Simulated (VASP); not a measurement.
Write the native input for VASP 6.6.1 that does the following.

* Task: single point
* Functional: PBE
* Potentials or basis: VASP PAW PBE potentials, release 64 (K_sv, Cl)
* Cutoff: 520 eV
* k mesh: 8 × 8 × 8
* Occupations: gaussian, width 0.05 eV
* Spin: no spin polarisation
* Dipole correction: no
* Further INCAR settings: ALGO = Normal; EDIFF = 1e-06; NBANDS = 15

The structure of KCl lies in POSCAR:

```
KCl
1.0
    0.0000000000      2.9700038108      3.5640045729
    2.9700038108      0.0000000000      3.5640045729
    2.9700038108      2.9700038108      0.0000000000
K Cl
1 1
Direct
    0.0000000000      0.0000000000      0.0000000000
    0.5000000000      0.5000000000      0.5000000000
```

This cell differs from its parent crystal: ratio of the length along z to the lengths across it x 1.2, volume and fractional coordinates fixed.

These files were run (other wordings do the same):

INCAR

```
SYSTEM = KCl
ALGO     = Normal         ! electronic algorithm
EDIFF    = 1E-6           ! SCF threshold, eV
ENCUT    = 520            ! plane-wave cutoff, eV
GGA      = PE             ! functional
ISIF     = 2              ! what is computed and relaxed
ISMEAR   = 0              ! smearing method
LASPH    = .True.         ! aspherical terms in the spheres
LCHARG   = .True.         ! write CHGCAR
LELF     = .True.         ! ELF
LREAL    = .False.        ! projectors in reciprocal space
LVHAR    = .True.       
LWAVE    = .False.        ! write WAVECAR
NBANDS   = 15             ! bands
NELM     = 80             ! most SCF steps
PREC     = Accurate       ! precision mode
SIGMA    = 0.05           ! smearing width, eV
```

KPOINTS

```
k-points
0
Gamma
  8 8 8
  0 0 0
```

Potentials or basis: VASP PAW PBE potentials, release 64 (K_sv, Cl).

The run is started by

```console
$ cat potpaw_PBE.64/K_sv/POTCAR potpaw_PBE.64/Cl/POTCAR > POTCAR
$ mpirun -np 1 vasp_std > vasp.out
```

Results of the run:

```
Pressure               : 2.2 GPa
Band gap on the k mesh : 5.01 eV
```

Run time: 73 s on 1 thread of Intel Xeon 8259CL, with other jobs on the host, peak memory 0.22 GiB.
